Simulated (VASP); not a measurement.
# CdSe (F-43m) in VASP: single point with LDA

Aim: the single point of CdSe with LDA.

Everything below comes from runs of VASP 6.6.1. Logs are shortened: lines on timing, memory, paths and dates and some standing lists are left out, and cuts for length are marked.

## (1) The cell of the first run

It takes space group F-43m (No. 216, cubic). The conventional cell has a = 6.141 Å, b = 6.141 Å, c = 6.141 Å, α = 90.00°, β = 90.00°, γ = 90.00°. Within 3.5 Å of Cd (site symmetry -43m) lie 4 Se at 2.66 Å. Se (site symmetry -43m) has 4 Cd at 2.66 Å within 3.5 Å.

## (2) Single point, LDA

INCAR reads:

```
SYSTEM = CdSe
PREC = Accurate
ENCUT = 500
EDIFF = 1E-6
ISMEAR = 0
SIGMA = 0.01
LREAL = .FALSE.
LASPH = .TRUE.
NELM = 120
ALGO = Normal
ISIF = 2
LWAVE = .FALSE.
LCHARG = .TRUE.
GGA = CA
LELF = .TRUE.
LVHAR = .TRUE.
NBANDS = 16
GGA_COMPAT = .FALSE.
```

KPOINTS reads:

```
regular mesh
0
G
  6 6 6
  0 0 0
```

POSCAR reads:

```
CdSe
1.0
    0.0000000000      3.0702710000      3.0702710000
    3.0702710000      0.0000000000      3.0702710000
    3.0702710000      3.0702710000      0.0000000000
Cd Se
1 1
Direct
    0.0000000000      0.0000000000      0.0000000000
    0.7500000000      0.7500000000      0.7500000000
```

Potentials or basis: VASP PAW LDA potentials, release 64 (Cd, Se).

Command:

```console
$ cat potpaw_LDA.64/Cd/POTCAR potpaw_LDA.64/Se/POTCAR > POTCAR
$ mpirun -np 1 vasp_std > vasp.out
```

OUTCAR:

```text
SYSTEM = CdSe
   PREC = Accurate
   ENCUT = 500
   EDIFF = 1E-6
   ISMEAR = 0
   LREAL = .FALSE.
   LASPH = .TRUE.
   NELM = 120
   ISIF = 2
   GGA = CA

 ion  position               nearest neighbor table
   1  0.000  0.000  0.000-   2 2.66   2 2.66   2 2.66   2 2.66
   2  0.750  0.750  0.750-   1 2.66   1 2.66   1 2.66   1 2.66

  LATTYP: Found a face centered cubic cell.
 ALAT       =     6.1405420000

  Lattice vectors:

 A1 = (   0.0000000000,   3.0702710000,   3.0702710000)
 A2 = (   3.0702710000,   0.0000000000,   3.0702710000)
 A3 = (   3.0702710000,   3.0702710000,   0.0000000000)

Analysis of symmetry for initial positions (statically):
=====================================================================
 Subroutine PRICEL returns:
 Original cell was already a primitive cell.

 Routine SETGRP: Setting up the symmetry group for a
 face centered cubic supercell.

 Subroutine GETGRP returns: Found 24 space group operations
 (whereof 24 operations were pure point group operations)
 out of a pool of 48 trial point group operations.

The static configuration has the point symmetry T_d .

Analysis of symmetry for dynamics (positions and initial velocities):
=====================================================================
 Subroutine PRICEL returns:
 Original cell was already a primitive cell.

 Routine SETGRP: Setting up the symmetry group for a
 face centered cubic supercell.

 Subroutine GETGRP returns: Found 24 space group operations
 (whereof 24 operations were pure point group operations)
 out of a pool of 48 trial point group operations.

The dynamic configuration has the point symmetry T_d .

 Subroutine INISYM returns: Found 24 space group operations
 (whereof 24 operations are pure point group operations),
 and found     1 'primitive' translations

----------------------------------------------------------------------------------------

                                     Primitive cell

  volume of cell :      57.8842

  direct lattice vectors                    reciprocal lattice vectors
     0.000000000  3.070271000  3.070271000    -0.162852074  0.162852074  0.162852074
     3.070271000  0.000000000  3.070271000     0.162852074 -0.162852074  0.162852074
     3.070271000  3.070271000  0.000000000     0.162852074  0.162852074 -0.162852074

  length of vectors
     4.342018888  4.342018888  4.342018888     0.282068066  0.282068066  0.282068066

  position of ions in fractional coordinates (direct lattice)
     0.000000000  0.000000000  0.000000000
     0.750000000  0.750000000  0.750000000

  ion indices of the primitive-cell ions
   primitive index   ion index
                 1           1
                 2           2

----------------------------------------------------------------------------------------

 KPOINTS: regular mesh

Automatic generation of k-mesh.
 Grid dimensions read from file:
 generate k-points for:    6    6    6

 Generating k-lattice:

  Cartesian coordinates                     Fractional coordinates (reciprocal lattice)
    -0.027142012  0.027142012  0.027142012     0.166666667  0.000000000  0.000000000
     0.027142012 -0.027142012  0.027142012     0.000000000  0.166666667  0.000000000
     0.027142012  0.027142012 -0.027142012     0.000000000  0.000000000  0.166666667

  Length of vectors
     0.047011344  0.047011344  0.047011344

  Shift w.r.t. Gamma in fractional coordinates (k-lattice)
     0.000000000  0.000000000  0.000000000

 Subroutine IBZKPT returns following result:
 ===========================================

 Found     16 irreducible k-points:

 Following reciprocal coordinates:
            Coordinates               Weight
  0.000000  0.000000  0.000000      1.000000
  0.166667  0.000000  0.000000      8.000000
  0.333333  0.000000  0.000000      8.000000
  0.500000  0.000000  0.000000      4.000000
  0.166667  0.166667  0.000000      6.000000
  0.333333  0.166667  0.000000     24.000000
[... 8 lines left out ...]
 -0.333333  0.333333  0.166667     24.000000
 -0.333333  0.500000  0.166667     12.000000
   k-points           NKPTS =     16   k-points in BZ     NKDIM =     16   number of bands    NBANDS=     16
   number of dos      NEDOS =    301   number of ions     NIONS =      2
   total plane-waves  NPLWV =  32768
   dimension x,y,z NGX =    32 NGY =   32 NGZ =   32
   dimension x,y,z NGXF=    64 NGYF=   64 NGZF=   64
   ions per type =               1   1
   NGX,Y,Z   is equivalent  to a cutoff of  12.25, 12.25, 12.25 a.u.
   NGXF,Y,Z  is equivalent  to a cutoff of  24.50, 24.50, 24.50 a.u.
 SYSTEM =  CdSe
   PREC   = accura    normal or accurate (medium, high low for compatibility)
   ISTART =      0    job   : 0-new  1-cont  2-samecut
   ICHARG =      2    charge: 1-file 2-atom 10-const
   ISPIN  =      1    spin polarized calculation?
   LNONCOLLINEAR =      F non collinear calculations
   LSORBIT =      F    spin-orbit coupling
   LASPH  =      T    aspherical Exc in radial PAW
   ENCUT  =  500.0 eV  36.75 Ry    6.06 a.u.   7.92  7.92  7.92*2*pi/ulx,y,z
   NELM   =    120;   NELMIN=  2; NELMDL= -5     # of ELM steps
   EDIFF  = 0.1E-05   stopping-criterion for ELM
   LREAL  =      F    real-space projection
   EDIFFG = 0.1E-04   stopping-criterion for IOM
   NSW    =      0    number of steps for IOM
   IBRION =     -1    ionic relax: 0-MD 1-quasi-New 2-CG
   NFREE  =      0    steps in history (QN), initial steepest desc. (CG)
   ISIF   =      2    stress and relaxation
   ISYM   =      2    0-nonsym 1-usesym 2-fastsym
   POTIM  = 0.5000    time-step for ionic-motion
   TEBEG  =    0.0;   TEEND  =   0.0 temperature during run
   PSTRESS=    0.0 pullay stress
   NELECT =      18.0000    total number of electrons
   NUPDOWN=      -1.0000    fix difference up-down
   EMIN   =  10.00;   EMAX   =-10.00  energy-range for DOS
   EFERMI =   0.00;   METHOD = LEGACY
   ISMEAR =     0;   SIGMA  =   0.01  broadening in eV -4-tet -1-fermi 0-gaus
   EFERMI_NEDOS =   21; number of points for ismear=-14 and -15
   IALGO  =     38    algorithm
   IMIX   =      4    mixing-type and parameters
     AMIX     =   0.40;   BMIX     =  1.00
     AMIX_MAG =   1.60;   BMIX_MAG =  1.00
  volume/ion in A,a.u.               =      28.94       195.31
  Fermi-wavevector in a.u.,A,eV,Ry     =   1.109121  2.095935 16.737201  1.230150
  Thomas-Fermi vector in A             =   2.245657
   LORBIT       =      0    0 simple, 1 ext, 2 COOP (PROOUT), +10 PAW based schemes
   GGA     = CA    functional components
   LHFCALC =     F    Hartree Fock is set to
   AEXX    =    0.0000 exact exchange contribution
   IVDW    =     0    specifies the selected vdW correction
   LEPSILON=     F    determine dielectric tensor
   LRPA    =     F    only Hartree local field effects (RPA)
 non-spin polarized calculation
 Gauss-broadening in eV      SIGMA  =   0.01
  energy-cutoff  :      500.00
  volume of cell :       57.88
 maximum number of plane-waves:      1484
   NGX = 15   NGY = 15   NGZ = 15

 number of electron      18.0000006 magnetization

 Free energy of the ion-electron system (eV)
  ---------------------------------------------------
  ext. energy  EPLUGINS =         0.00000000
  ---------------------------------------------------
  free energy    TOTEN  =        -6.72668245 eV

  energy without entropy =       -6.72668245  energy(sigma->0) =       -6.72668245

 E-fermi :   0.6681     XC(G=0):  -9.1641

 val. band max:        0.5861676868   @ k =   0.0000   0.0000   0.0000
 cond. band min:       0.8879252878   @ k =   0.0000   0.0000   0.0000
 fundamental gap:      0.3017576011
 Fermi energy:         0.6680938226

 k-point     1 :       0.0000    0.0000    0.0000
  band No.  band energies     occupation
      1     -11.9030      2.00000
      2      -7.2736      2.00000
      3      -7.2736      2.00000
      4      -7.2736      2.00000
      5      -6.9246      2.00000
      6      -6.9246      2.00000
[... 8 lines left out ...]
     15      11.6056      0.00000
     16      11.6056      0.00000

 k-point     2 :       0.1667    0.0000    0.0000
  band No.  band energies     occupation
      1     -11.8155      2.00000
      2      -7.2467      2.00000
      3      -7.2467      2.00000
      4      -7.1905      2.00000
      5      -6.9255      2.00000
      6      -6.9255      2.00000
[... 8 lines left out ...]
     15      10.5897      0.00000
     16      10.7698      0.00000

 k-point     3 :       0.3333    0.0000    0.0000
  band No.  band energies     occupation
      1     -11.6376      2.00000
      2      -7.2019      2.00000
      3      -7.2019      2.00000
      4      -6.9156      2.00000
      5      -6.9156      2.00000
      6      -6.9092      2.00000
[... 8 lines left out ...]
     15      10.9945      0.00000
     16      10.9945      0.00000

 k-point     4 :       0.5000    0.0000    0.0000
  band No.  band energies     occupation
      1     -11.5478      2.00000
      2      -7.1859      2.00000
      3      -7.1859      2.00000
      4      -6.9029      2.00000
      5      -6.9029      2.00000
      6      -6.6536      2.00000
[... 8 lines left out ...]
     15      12.5401      0.00000
     16      12.5401      0.00000

 k-point     5 :       0.1667    0.1667    0.0000
  band No.  band energies     occupation
      1     -11.7866      2.00000
      2      -7.2190      2.00000
      3      -7.2190      2.00000
      4      -7.2018      2.00000
      5      -6.9409      2.00000
      6      -6.9109      2.00000
[... 8 lines left out ...]
     15      11.8455      0.00000
     16      11.9038      0.00000

 k-point     6 :       0.3333    0.1667    0.0000
  band No.  band energies     occupation
      1     -11.6394      2.00000
      2      -7.1875      2.00000
      3      -7.1666      2.00000
      4      -7.0300      2.00000
      5      -6.9018      2.00000
      6      -6.8991      2.00000
[... 8 lines left out ...]
     15      11.9670      0.00000
     16      12.1157      0.00000

 k-point     7 :       0.5000    0.1667    0.0000
  band No.  band energies     occupation
      1     -11.5209      2.00000
      2      -7.1682      2.00000
      3      -7.1457      2.00000
      4      -6.9459      2.00000
      5      -6.8987      2.00000
      6      -6.6364      2.00000
[... 8 lines left out ...]
     15      12.1424      0.00000
     16      12.6576      0.00000

 k-point     8 :      -0.3333    0.1667    0.0000
  band No.  band energies     occupation
      1     -11.5504      2.00000
      2      -7.1691      2.00000
      3      -7.1647      2.00000
      4      -6.9268      2.00000
      5      -6.9252      2.00000
      6      -6.7146      2.00000
[... 8 lines left out ...]
     15      11.2840      0.00000
     16      12.4413      0.00000

 k-point     9 :      -0.1667    0.1667    0.0000
  band No.  band energies     occupation
      1     -11.6980      2.00000
      2      -7.2152      2.00000
      3      -7.1973      2.00000
      4      -7.0588      2.00000
      5      -6.9382      2.00000
      6      -6.9013      2.00000
[... 8 lines left out ...]
     15      10.9957      0.00000
     16      12.2498      0.00000

 k-point    10 :       0.3333    0.3333    0.0000
  band No.  band energies     occupation
      1     -11.5524      2.00000
      2      -7.0980      2.00000
      3      -7.0980      2.00000
      4      -7.0835      2.00000
      5      -6.8835      2.00000
      6      -6.8315      2.00000
[... 8 lines left out ...]
     15      12.4805      0.00000
     16      14.3113      0.00000

 k-point    11 :       0.5000    0.3333    0.0000
  band No.  band energies     occupation
      1     -11.4650      2.00000
      2      -7.1135      2.00000
      3      -7.0666      2.00000
      4      -7.0190      2.00000
      5      -6.8837      2.00000
      6      -6.6077      2.00000
[... 8 lines left out ...]
     15      12.9765      0.00000
     16      13.5144      0.00000

 k-point    12 :      -0.3333    0.3333    0.0000
  band No.  band energies     occupation
      1     -11.4648      2.00000
      2      -7.1382      2.00000
      3      -7.0953      2.00000
      4      -6.9609      2.00000
      5      -6.9119      2.00000
      6      -6.5282      2.00000
[... 8 lines left out ...]
     15      11.2399      0.00000
     16      14.3460      0.00000

 k-point    13 :       0.5000    0.5000    0.0000
  band No.  band energies     occupation
      1     -11.4360      2.00000
      2      -7.0939      2.00000
      3      -7.0305      2.00000
      4      -7.0305      2.00000
      5      -6.8698      2.00000
      6      -6.5946      2.00000
[... 8 lines left out ...]
     15      12.9542      0.00000
     16      13.6147      0.00000

 k-point    14 :       0.5000    0.3333    0.1667
  band No.  band energies     occupation
      1     -11.5227      2.00000
      2      -7.1379      2.00000
      3      -7.1293      2.00000
      4      -6.9882      2.00000
      5      -6.9001      2.00000
      6      -6.7026      2.00000
[... 8 lines left out ...]
     15      12.4378      0.00000
     16      13.5065      0.00000

 k-point    15 :      -0.3333    0.3333    0.1667
  band No.  band energies     occupation
      1     -11.4648      2.00000
      2      -7.1316      2.00000
      3      -7.1049      2.00000
      4      -6.9552      2.00000
      5      -6.9143      2.00000
      6      -6.5277      2.00000
[... 8 lines left out ...]
     15      12.2209      0.00000
     16      13.4200      0.00000

 k-point    16 :      -0.3333    0.5000    0.1667
  band No.  band energies     occupation
      1     -11.4366      2.00000
      2      -7.0980      2.00000
      3      -7.0823      2.00000
      4      -6.9843      2.00000
      5      -6.8987      2.00000
      6      -6.5045      2.00000
[... 8 lines left out ...]
     15      13.1376      0.00000
     16      13.3798      0.00000

------------------------ aborting loop because EDIFF is reached ----------------------------------------

  FORCE on cell =-STRESS in cart. coord.  units (eV):
  Direction    XX          YY          ZZ          XY          YZ          ZX
  --------------------------------------------------------------------------------------
  -------------------------------------------------------------------------------------
  Total       -1.0435768     -1.0435768     -1.0435768      0.0000000      0.0000000      0.0000000
  in kB      -28.8851656    -28.8851656    -28.8851656      0.0000000      0.0000000      0.0000000
  external PRESSURE =     -28.8851656 kB  Pullay stress =       0.0000000 kB

 VOLUME and BASIS-vectors are now :
 -----------------------------------------------------------------------------
  energy-cutoff  :      500.00
  volume of cell :       57.88
      direct lattice vectors                 reciprocal lattice vectors
     0.000000000  3.070271000  3.070271000    -0.162852074  0.162852074  0.162852074
     3.070271000  0.000000000  3.070271000     0.162852074 -0.162852074  0.162852074
     3.070271000  3.070271000  0.000000000     0.162852074  0.162852074 -0.162852074

 POSITION                                       TOTAL-FORCE (eV/Angst)
 -----------------------------------------------------------------------------------
      0.00000      0.00000      0.00000        -0.000000     -0.000000     -0.000000
      4.60541      4.60541      4.60541         0.000000      0.000000      0.000000
 -----------------------------------------------------------------------------------
    total drift:                                0.000000      0.000000      0.000000

  FREE ENERGIE OF THE ION-ELECTRON SYSTEM (eV)
  ---------------------------------------------------
  free  energy   TOTEN  =        -6.7266824464 eV

  energy  without entropy=       -6.7266824464  energy(sigma->0) =       -6.72668245
```

It took 20 s on 1 thread of Intel Xeon 8259CL, shared host; peak memory 0.16 GiB.

Results:

- Free energy: -6.7267 eV
- Pressure: -2.9 GPa
- Band gap on the k mesh: 0.30 eV
